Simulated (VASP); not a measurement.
A run of VASP 6.6.1 is set up as follows.

INCAR

```
PREC = Accurate ; ENCUT = 520
EDIFF = 1E-6 ; ISMEAR = 0
SIGMA = 0.15 ; LREAL = F
LASPH = T ; NELM = 100
ALGO = Normal ; ISIF = 2
LWAVE = F ; LCHARG = F
GGA = CA ; NBANDS = 15
```

KPOINTS

```
Automatic mesh
0
Gamma
  18 18 18
```

POSCAR

```
TaN
1.0
    0.0000000000      2.1738356505      2.1738356505
    2.1738356505      0.0000000000      2.1738356505
    2.1738356505      2.1738356505      0.0000000000
Ta N
1 1
Direct
    0.4978278253      0.5021721747      0.5021721747
    0.0280609990     -0.0280609990     -0.0280609990
```

Potentials or basis: VASP PAW LDA potentials, release 64 (Ta_pv, N).

Launch:

```bash
$ cat potpaw_LDA.64/Ta_pv/POTCAR potpaw_LDA.64/N/POTCAR > POTCAR
$ mpirun -np 1 vasp_std > vasp.out
```

Question: Estimate the largest force.

Answer: 1.327 eV/Å.

Question: Estimate the pressure.

Answer: 5.5 GPa.

Question: Predict the band gap on the k mesh.

Answer: Zero (band 8 reaches 11.68 eV, above the bottom of band 9 at 7.93 eV).

Stress tensor (GPa, compression positive):
```
11.91  0.00  0.00
 0.00  2.28  0.00
 0.00  0.00  2.28
```

Caveat: the cell differs from its parent crystal (mode 4 frozen in at -0.122 Å and mode 6 at +0.000 Å (largest displacements)); spin-orbit coupling is left out, which moves the levels of the heavy elements; forces of over 1 eV/Å act on the atoms, so gaps and moduli don't describe the material at rest.
